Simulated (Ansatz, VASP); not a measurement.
## One calculation of C, two programs

```
C
1.0
     0.00000    1.77143    1.77143
     1.77143    0.00000    1.77143
     1.77143    1.77143    0.00000
C
2
Direct
  0.50000 0.50000 0.50000
  0.75000 0.75000 0.75000
```

Change from the starting cell: volume scaled by 0.98, crystal datasets.

Alike in both runs: task electric field gradients; functional LDA; k mesh 20 × 20 × 20; occupations fermi-dirac, width 0.08 eV; no spin polarisation.

|  | VASP | Ansatz |
| --- | --- | --- |
| version | VASP 6.6.1 | Ansatz 0.2.0 |
| potentials or method | VASP PAW LDA potentials, release 64 (C), cutoff 520 eV | all-electron PAW with datasets made for the crystal, scalar-relativistic |

```tsv
	VASP	Ansatz	Ansatz less VASP
gap on the k mesh at the Fermi level (eV)	4.15	4.16	+0.006
pressure (GPa)	-2.8	-4.2	-1.44
```

LDA's correlation is that of Perdew and Zunger in VASP and of Perdew and Wang (1992) in Ansatz. Ansatz ran all-electron here, and VASP with PAW potentials.
